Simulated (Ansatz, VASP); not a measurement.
Two plane-wave programs on Ge

```
Ge
1.0
     4.09333    0.00000    0.00000
    -2.04667    3.54493    0.00000
     0.00000    0.00000   13.15801
Ge
8
Direct
  0.00000 0.00000 0.41521
  0.00000 0.00000 0.58479
  0.00000 0.00000 0.91521
  0.00000 0.00000 0.08479
  0.33333 0.66667 0.34420
  0.66667 0.33333 0.65580
  0.66667 0.33333 0.84420
  0.33333 0.66667 0.15580
```

Alike in both runs: task single point; functional PBE; k mesh 15 × 15 × 4; occupations gaussian, width 0.15 eV; no spin polarisation.

```csv
,VASP,Ansatz
version,VASP 6.6.1,Ansatz 0.2.0
potentials or method,"VASP PAW PBE potentials, release 64 (Ge_d), cutoff 520 eV","scalar-relativistic, plane waves, PAW"
valence electrons in the cell,112,112
```

|  | VASP | Ansatz | Ansatz less VASP |
| --- | --- | --- | --- |
| gap on the k mesh at the Fermi level (eV) | none | none | - |
| pressure (GPa) | 1.3 | 1.3 | +0.07 |
| traceless stress, the component that is largest in VASP (GPa) | 7.44 | 7.47 | +0.031 |
| rms of the force components (eV/Å) | 1.281 | 1.284 | +0.0029 |

Atom by atom the forces differ by 0.003 eV/Å (rms over components). A gap of «none» marks a metal or a gap that the smearing closes. The functional is the same, so the differences come from potentials, cutoffs and numerics.
